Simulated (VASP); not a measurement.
**SiC: single point with PBEsol**

The system is SiC.

```
CELL_PARAMETERS angstrom
0.00000 2.19739 2.19739
2.19739 0.00000 2.19739
2.28822 2.28822 -0.09083
ATOMIC_POSITIONS crystal
Si 0.00000 0.00000 0.00000
C 0.75000 0.75000 0.75000
```

```json
{
 "Program": "VASP 6.6.1",
 "Task": "single point",
 "Functional": "PBEsol",
 "Potentials or basis": "VASP PAW PBE potentials, release 64 (Si, C)",
 "Cutoff": "520 eV",
 "k mesh": "12 × 12 × 12",
 "Occupations": "gaussian, width 0.05 eV",
 "Spin": "no spin polarisation"
}
```

```json
{
  "Pressure": "-14.9 GPa",
  "Largest force": "0.157 eV/Å",
  "Band gap on the k mesh": "1.14 eV, indirect (least direct gap 4.01 eV)"
}
```

Forces in eV/Å, atoms in the order of the input:
```
Si   0.091  0.091 -0.091
C   -0.091 -0.091  0.091
```

Stress tensor (GPa, compression positive):
```
-14.93  -8.31   8.31
 -8.31 -14.93   8.31
  8.31   8.31 -14.93
```

Levels at points of the mesh, in eV from the valence-band top:
```csv
k point,band 1,band 2,band 3,band 4,band 5,band 6,band 7,band 8
"(0.00, 0.00, 0.00)",-14.89,-0.34,0.00,0.00,4.35,6.54,7.01,7.01
"(0.50, 0.00, 0.00)",-11.44,-8.23,-1.26,-1.21,4.17,6.21,6.97,9.28
"(0.50, 0.50, 0.00)",-10.22,-7.67,-3.40,-2.87,1.14,3.89,12.46,12.77
"(0.00, 0.00, 0.50)",-12.03,-8.30,-0.83,-0.83,5.33,7.15,7.15,9.50
```

Wall time 48 s on 1 thread of Intel Xeon 6975P-C, with other jobs on the host, peak memory 0.17 GiB.

Caveat: the PAW data sets were made with another functional, which shifts forces and pressure a little. PBEsol gaps usually lie below the measured ones, often by a third to a half.
